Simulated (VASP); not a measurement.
# Li2Se (Fm-3m) in VASP: notebook

The runs below take Li2Se through single point, with PBE.

All numbers are computed with VASP 6.6.1; they aren't measurements. Logs are shortened: lines on timing, memory, paths and dates and some standing lists are left out, and cuts for length are marked.

## 1. The cell of the first run

The structure is cubic, space group Fm-3m (No. 225). Conventional cell: a = 6.064 Å, b = 6.064 Å, c = 6.064 Å, α = 90.00°, β = 90.00°, γ = 90.00°. Li (site symmetry -43m) has 4 Se at 2.63 Å and 6 Li at 3.03 Å within 3.5 Å. Within 3.5 Å of Se (site symmetry m-3m) lie 8 Li at 2.63 Å.

## 2. Single point, PBE (18.59 Å³/atom)

The input, INCAR:

```
PREC = Accurate
ENCUT = 750
EDIFF = 1E-6
ISMEAR = 0
SIGMA = 0.02
LREAL = F
LASPH = T
NELM = 120
ALGO = Normal
ISIF = 2
LWAVE = F
LCHARG = F
GGA = PE
NBANDS = 13
GGA_COMPAT = F
```

The input, KPOINTS:

```
regular mesh
0
Gamma
  8 8 8
```

The input, POSCAR:

```
Li2Se
1.0
    0.0000000000      3.0322296562      3.0322296562
    3.0322296562      0.0000000000      3.0322296562
    3.0322296562      3.0322296562      0.0000000000
Li Se
2 1
Direct
    0.2500000000      0.2500000000      0.2500000000
    0.7500000000      0.7500000000      0.7500000000
    0.0000000000      0.0000000000      0.0000000000
```

Potentials or basis: VASP PAW PBE potentials, release 64 (Li_sv, Se).

On the command line:

```bash
cat potpaw_PBE.64/Li_sv/POTCAR potpaw_PBE.64/Se/POTCAR > POTCAR
mpirun -np 1 vasp_std > vasp.out
```

OUTCAR:

```text
PREC = Accurate
   ENCUT = 750
   EDIFF = 1E-6
   ISMEAR = 0
   LREAL = F
   LASPH = T
   NELM = 120
   ISIF = 2
   GGA = PE

 ion  position               nearest neighbor table
   1  0.250  0.250  0.250-   3 2.63   3 2.63   3 2.63   3 2.63
   2  0.750  0.750  0.750-   3 2.63   3 2.63   3 2.63   3 2.63
   3  0.000  0.000  0.000-   2 2.63   2 2.63   2 2.63   1 2.63   2 2.63   1 2.63   1 2.63   1 2.63

  LATTYP: Found a face centered cubic cell.
 ALAT       =     6.0644593124

  Lattice vectors:

 A1 = (   0.0000000000,   3.0322296562,   3.0322296562)
 A2 = (   3.0322296562,   0.0000000000,   3.0322296562)
 A3 = (   3.0322296562,   3.0322296562,   0.0000000000)

Analysis of symmetry for initial positions (statically):
=====================================================================
 Subroutine PRICEL returns:
 Original cell was already a primitive cell.

 Routine SETGRP: Setting up the symmetry group for a
 face centered cubic supercell.

 Subroutine GETGRP returns: Found 48 space group operations
 (whereof 48 operations were pure point group operations)
 out of a pool of 48 trial point group operations.

The static configuration has the point symmetry O_h .

Analysis of symmetry for dynamics (positions and initial velocities):
=====================================================================
 Subroutine PRICEL returns:
 Original cell was already a primitive cell.

 Routine SETGRP: Setting up the symmetry group for a
 face centered cubic supercell.

 Subroutine GETGRP returns: Found 48 space group operations
 (whereof 48 operations were pure point group operations)
 out of a pool of 48 trial point group operations.

The dynamic configuration has the point symmetry O_h .

 Subroutine INISYM returns: Found 48 space group operations
 (whereof 48 operations are pure point group operations),
 and found     1 'primitive' translations

----------------------------------------------------------------------------------------

                                     Primitive cell

  volume of cell :      55.7592

  direct lattice vectors                    reciprocal lattice vectors
     0.000000000  3.032229656  3.032229656    -0.164895162  0.164895162  0.164895162
     3.032229656  0.000000000  3.032229656     0.164895162 -0.164895162  0.164895162
     3.032229656  3.032229656  0.000000000     0.164895162  0.164895162 -0.164895162

  length of vectors
     4.288220304  4.288220304  4.288220304     0.285606798  0.285606798  0.285606798

  position of ions in fractional coordinates (direct lattice)
     0.250000000  0.250000000  0.250000000
     0.750000000  0.750000000  0.750000000
     0.000000000  0.000000000  0.000000000

  ion indices of the primitive-cell ions
   primitive index   ion index
                 1           1
                 2           2
                 3           3

----------------------------------------------------------------------------------------

 KPOINTS: regular mesh

Automatic generation of k-mesh.
 Grid dimensions read from file:
 generate k-points for:    8    8    8

 Generating k-lattice:

  Cartesian coordinates                     Fractional coordinates (reciprocal lattice)
    -0.020611895  0.020611895  0.020611895     0.125000000  0.000000000  0.000000000
     0.020611895 -0.020611895  0.020611895     0.000000000  0.125000000  0.000000000
     0.020611895  0.020611895 -0.020611895     0.000000000  0.000000000  0.125000000

  Length of vectors
     0.035700850  0.035700850  0.035700850

  Shift w.r.t. Gamma in fractional coordinates (k-lattice)
     0.000000000  0.000000000  0.000000000

 Subroutine IBZKPT returns following result:
 ===========================================

 Found     29 irreducible k-points:

 Following reciprocal coordinates:
            Coordinates               Weight
  0.000000  0.000000  0.000000      1.000000
  0.125000  0.000000  0.000000      8.000000
  0.250000  0.000000  0.000000      8.000000
  0.375000  0.000000  0.000000      8.000000
  0.500000  0.000000  0.000000      4.000000
  0.125000  0.125000  0.000000      6.000000
[... 16 lines left out ...]
  0.500000  0.250000  0.125000     48.000000
 -0.375000  0.250000  0.125000     24.000000
 [... further k-points ...]
   k-points           NKPTS =     29   k-points in BZ     NKDIM =     29   number of bands    NBANDS=     13
   number of dos      NEDOS =    301   number of ions     NIONS =      3
   total plane-waves  NPLWV =  64000
   dimension x,y,z NGX =    40 NGY =   40 NGZ =   40
   dimension x,y,z NGXF=    80 NGYF=   80 NGZF=   80
   ions per type =               2   1
   NGX,Y,Z   is equivalent  to a cutoff of  15.51, 15.51, 15.51 a.u.
   NGXF,Y,Z  is equivalent  to a cutoff of  31.01, 31.01, 31.01 a.u.
 SYSTEM =  unknown system
   PREC   = accura    normal or accurate (medium, high low for compatibility)
   ISTART =      0    job   : 0-new  1-cont  2-samecut
   ICHARG =      2    charge: 1-file 2-atom 10-const
   ISPIN  =      1    spin polarized calculation?
   LNONCOLLINEAR =      F non collinear calculations
   LSORBIT =      F    spin-orbit coupling
   LASPH  =      T    aspherical Exc in radial PAW
   ENCUT  =  750.0 eV  55.12 Ry    7.42 a.u.   9.58  9.58  9.58*2*pi/ulx,y,z
   NELM   =    120;   NELMIN=  2; NELMDL= -5     # of ELM steps
   EDIFF  = 0.1E-05   stopping-criterion for ELM
   LREAL  =      F    real-space projection
[... 7 lines left out ...]
   TEBEG  =    0.0;   TEEND  =   0.0 temperature during run
   PSTRESS=    0.0 pullay stress
   NELECT =      12.0000    total number of electrons
   NUPDOWN=      -1.0000    fix difference up-down
   EMIN   =  10.00;   EMAX   =-10.00  energy-range for DOS
   EFERMI =   0.00;   METHOD = LEGACY
   ISMEAR =     0;   SIGMA  =   0.02  broadening in eV -4-tet -1-fermi 0-gaus
   EFERMI_NEDOS =   21; number of points for ismear=-14 and -15
   IALGO  =     38    algorithm
   IMIX   =      4    mixing-type and parameters
     AMIX     =   0.40;   BMIX     =  1.00
     AMIX_MAG =   1.60;   BMIX_MAG =  1.00
  volume/ion in A,a.u.               =      18.59       125.43
  Fermi-wavevector in a.u.,A,eV,Ry     =   0.981062  1.853939 13.095374  0.962483
  Thomas-Fermi vector in A             =   2.112040
   LORBIT       =      0    0 simple, 1 ext, 2 COOP (PROOUT), +10 PAW based schemes
   GGA     = PE    functional components
   LHFCALC =     F    Hartree Fock is set to
   AEXX    =    0.0000 exact exchange contribution
   IVDW    =     0    specifies the selected vdW correction
   LEPSILON=     F    determine dielectric tensor
   LRPA    =     F    only Hartree local field effects (RPA)
 non-spin polarized calculation
 Gauss-broadening in eV      SIGMA  =   0.02
  energy-cutoff  :      750.00
  volume of cell :       55.76
 maximum number of plane-waves:      2640
 NGX is ok and might be reduce to    40
   NGX = 19   NGY = 19   NGZ = 19

 number of electron      12.0000004 magnetization

 Free energy of the ion-electron system (eV)
  ---------------------------------------------------
  ext. energy  EPLUGINS =         0.00000000
  ---------------------------------------------------
  free energy    TOTEN  =       -11.12643342 eV

  energy without entropy =      -11.12643342  energy(sigma->0) =      -11.12643342

 E-fermi :   1.0569     XC(G=0):  -8.1536

 val. band max:        0.8316075425   @ k =   0.0000   0.0000   0.0000
 cond. band min:       3.8283610566   @ k =   0.5000   0.5000   0.0000
 fundamental gap:      2.9967535142
 Fermi energy:         1.0569345570

 k-point     1 :       0.0000    0.0000    0.0000
  band No.  band energies     occupation
      1     -43.9323      2.00000
      2     -43.9113      2.00000
      3     -10.4813      2.00000
      4       0.8316      2.00000
      5       0.8316      2.00000
      6       0.8316      2.00000
      7       4.0923      0.00000
      8       6.4346      0.00000
      9       6.4346      0.00000
     10       6.4346      0.00000
     11      11.3207      0.00000
     12      11.3207      0.00000
     13      11.6329      0.00000

 k-point     2 :       0.1250    0.0000    0.0000
  band No.  band energies     occupation
      1     -43.9315      2.00000
      2     -43.9121      2.00000
      3     -10.4355      2.00000
      4       0.2009      2.00000
      5       0.7439      2.00000
      6       0.7439      2.00000
      7       4.5807      0.00000
      8       6.6560      0.00000
      9       6.6560      0.00000
     10       6.7712      0.00000
     11      10.1364      0.00000
     12      10.1364      0.00000
     13      11.7179      0.00000

 k-point     3 :       0.2500    0.0000    0.0000
  band No.  band energies     occupation
      1     -43.9291      2.00000
      2     -43.9142      2.00000
      3     -10.3193      2.00000
      4      -0.8667      2.00000
      5       0.5550      2.00000
      6       0.5550      2.00000
      7       5.2406      0.00000
      8       6.9624      0.00000
      9       6.9624      0.00000
     10       7.6126      0.00000
     11       9.7841      0.00000
     12       9.7841      0.00000
     13      12.0271      0.00000
[... 305 lines left out ...]
 k-point    23 :       0.5000    0.2500    0.1250
  band No.  band energies     occupation
      1     -43.9247      2.00000
      2     -43.9182      2.00000
      3     -10.1294      2.00000
      4      -1.4784      2.00000
      5      -0.3944      2.00000
      6       0.0793      2.00000
      7       5.9587      0.00000
      8       6.7442      0.00000
      9       7.9919      0.00000
     10       8.4816      0.00000
     11       9.9980      0.00000
     12      11.8839      0.00000
     13      13.6711      0.00000

 k-point    24 :      -0.3750    0.2500    0.1250
  band No.  band energies     occupation
      1     -43.9214      2.00000
      2     -43.9214      2.00000
      3     -10.0851      2.00000
      4      -1.6857      2.00000
      5      -0.4279      2.00000
      6      -0.0563      2.00000
      7       6.2072      0.00000
      8       6.4914      0.00000
      9       8.3780      0.00000
     10       9.0659      0.00000
     11      10.0663      0.00000
     12      11.3780      0.00000
     13      13.2663      0.00000

 [... further k-points ...]

------------------------ aborting loop because EDIFF is reached ----------------------------------------

  FORCE on cell =-STRESS in cart. coord.  units (eV):
  Direction    XX          YY          ZZ          XY          YZ          ZX
  --------------------------------------------------------------------------------------
  -------------------------------------------------------------------------------------
  Total       -0.3417030     -0.3417030     -0.3417030      0.0000000      0.0000000      0.0000000
  in kB       -9.8184526     -9.8184526     -9.8184526      0.0000000      0.0000000      0.0000000
  external PRESSURE =      -9.8184526 kB  Pullay stress =       0.0000000 kB

 VOLUME and BASIS-vectors are now :
 -----------------------------------------------------------------------------
  energy-cutoff  :      750.00
  volume of cell :       55.76
      direct lattice vectors                 reciprocal lattice vectors
     0.000000000  3.032229656  3.032229656    -0.164895162  0.164895162  0.164895162
     3.032229656  0.000000000  3.032229656     0.164895162 -0.164895162  0.164895162
     3.032229656  3.032229656  0.000000000     0.164895162  0.164895162 -0.164895162

 POSITION                                       TOTAL-FORCE (eV/Angst)
 -----------------------------------------------------------------------------------
      1.51611      1.51611      1.51611        -0.000000     -0.000000     -0.000000
      4.54834      4.54834      4.54834         0.000000      0.000000      0.000000
      0.00000      0.00000      0.00000         0.000000     -0.000000      0.000000
 -----------------------------------------------------------------------------------
    total drift:                                0.000000     -0.000000      0.000000

  FREE ENERGIE OF THE ION-ELECTRON SYSTEM (eV)
  ---------------------------------------------------
  free  energy   TOTEN  =       -11.1264334228 eV

  energy  without entropy=      -11.1264334228  energy(sigma->0) =      -11.12643342
```

Wall time 43 s (1 thread of Intel Xeon Platinum 8488C (Sapphire Rapids), shared host); peak memory 0.24 GiB.

Results:

```
Free energy            : -11.1264 eV
Pressure               : -1.0 GPa
Band gap on the k mesh : 3.00 eV (least direct gap 3.26 eV)
```

A k mesh can miss the band edges.

(Part 1 of 2 ends here.)
